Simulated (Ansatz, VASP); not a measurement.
## Te3Pb4Se: VASP beside Ansatz

The input INCAR:

```
ALGO     = Normal         # electronic algorithm
EDIFF    = 1E-6           # SCF threshold, eV
ENCUT    = 520            # plane-wave cutoff, eV
GGA      = PE             # functional
ISIF     = 2              # what is computed and relaxed
ISMEAR   = 0              # smearing method
LASPH    = T              # aspherical terms in the spheres
LCHARG   = T              # write CHGCAR
LELF     = T              # ELF
LREAL    = F              # projectors in reciprocal space
LVHAR    = T            
LWAVE    = F              # write WAVECAR
NBANDS   = 50             # bands
NELM     = 60             # most SCF steps
PREC     = Accurate       # precision mode
SIGMA    = 0.1            # smearing width, eV
```

The input KPOINTS:

```
k-points
0
Gamma
  4 4 4
```

POSCAR

```
Te3Pb4Se
1.0
   -3.2481018000      3.2481018000      6.4825787000
    3.2481018000     -3.2481018000      6.4825787000
    3.2481018000      3.2481018000     -6.4825787000
Te Pb Se
3 4 1
Direct
    0.7500000000      0.2500000000      0.5000000000
    0.2500000000      0.7500000000      0.5000000000
    0.0000000000      0.0000000000      0.0000000000
    0.0000000000      0.5000000000      0.5000000000
    0.7398360000      0.7398360000      0.0000000000
    0.5000000000      0.0000000000      0.5000000000
    0.2601640000      0.2601640000      0.0000000000
    0.5000000000      0.5000000000      0.0000000000
```

Input for Ansatz:

```yaml
crystal:
  lattice:
    - [-3.2481018, 3.2481018, 6.4825787]
    - [3.2481018, -3.2481018, 6.4825787]
    - [3.2481018, 3.2481018, -6.4825787]
  atoms:
    - { symbol: Te, position: [0.75, 0.25, 0.5] }
    - { symbol: Te, position: [0.25, 0.75, 0.5] }
    - { symbol: Te, position: [0.0, 0.0, 0.0] }
    - { symbol: Pb, position: [0.0, 0.5, 0.5] }
    - { symbol: Pb, position: [0.739836, 0.739836, 0.0] }
    - { symbol: Pb, position: [0.5, 0.0, 0.5] }
    - { symbol: Pb, position: [0.260164, 0.260164, 0.0] }
    - { symbol: Se, position: [0.5, 0.5, 0.0] }
basis:
  ecutwfc: 420
kpoints:
  mp_grid: { grid: [4, 4, 4] }
hamiltonian:
  xc: pbe
scf:
  occupations: { method: gaussian, width: 0.1 }
  lower_state_search: "off"
output:
  forces: true
  stress: true
  eigenvalues: true
```

Alike in both runs: task single point; functional PBE; k mesh 4 × 4 × 4; occupations gaussian, width 0.1 eV; no spin polarisation.

|  | VASP | Ansatz |
| --- | --- | --- |
| version | VASP 6.6.1 | Ansatz 0.2.0 |
| potentials or method | VASP PAW PBE potentials, release 64 (Te, Pb_d, Se), cutoff 520 eV | scalar-relativistic, plane waves, PAW |
| valence electrons in the cell | 80 | 120 |

|  | VASP | Ansatz | Ansatz less VASP |
| --- | --- | --- | --- |
| gap on the k mesh at the Fermi level (eV) | 0.45 | 0.44 | -0.003 |
| least direct gap on the mesh (eV) | 0.45 | 0.44 | -0.003 |
| pressure (GPa) | -0.1 | 0.0 | +0.04 |
| traceless stress, the component that is largest in VASP (GPa) | -0.19 | -0.19 | -0.002 |

The functional is the same, so the differences come from potentials, cutoffs and numerics. VASP's potentials hold 80 valence electrons a cell and Ansatz's 120, so a difference there can come from the potentials and not from the codes.

Spin-orbit coupling is off throughout.
